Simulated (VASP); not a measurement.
Input of a VASP 6.6.1 run:

The input POSCAR:

```
P
1.0
    2.4309915426      0.0000000000      0.0000000000
    0.0000000000      2.4309915426      0.0000000000
    0.0000000000      0.0000000000      2.4309915426
P
1
Direct
    0.0000000000      0.0000000000      0.0000000000
```

File INCAR.step1:

```
SYSTEM = P
ALGO     = Normal         ! electronic algorithm
EDIFF    = 1E-4           ! SCF threshold, eV
ENCUT    = 520            ! plane-wave cutoff, eV
GGA      = PE             ! functional
ISMEAR   = -1             ! smearing method
LASPH    = .True.         ! aspherical terms in the spheres
LCHARG   = .False.        ! write CHGCAR
LREAL    = .False.        ! projectors in reciprocal space
LWAVE    = .True.         ! write WAVECAR
NBANDS   = 8              ! bands
NELM     = 80             ! most SCF steps
PREC     = Accurate       ! precision mode
SIGMA    = 0.1            ! smearing width, eV
```

The input INCAR.step2:

```
SYSTEM = P
ALGO     = Normal         ! electronic algorithm
EDIFF    = 1E-6           ! SCF threshold, eV
ENCUT    = 520            ! plane-wave cutoff, eV
ISIF     = 2              ! what is computed and relaxed
ISMEAR   = -1             ! smearing method
ISTART   = 1            
LASPH    = .True.         ! aspherical terms in the spheres
LCHARG   = .False.        ! write CHGCAR
LMIXTAU  = .True.       
LREAL    = .False.        ! projectors in reciprocal space
LWAVE    = .False.        ! write WAVECAR
METAGGA  = R2SCAN         ! meta-GGA
NBANDS   = 8              ! bands
NELM     = 80             ! most SCF steps
PREC     = Accurate       ! precision mode
SIGMA    = 0.1            ! smearing width, eV
```

KPOINTS

```
k-points
0
Gamma
  21 21 21
  0 0 0
```

Potentials or basis: VASP PAW PBE potentials, release 64 (P).

Launch:

```sh
$ cat potpaw_PBE.64/P/POTCAR > POTCAR
$ cp INCAR.step1 INCAR
$ mpirun -np 1 vasp_std > vasp.out
$ cp INCAR.step2 INCAR
$ mpirun -np 1 vasp_std > vasp.out
```

Question: Predict the band gap on the k mesh.

Answer: Zero (an odd number of electrons rules out a gap without spin polarisation).

Question: Predict the pressure.

Answer: 0.4 GPa.

Caveat: the PAW data sets were made with another functional, which shifts forces and pressure a little.
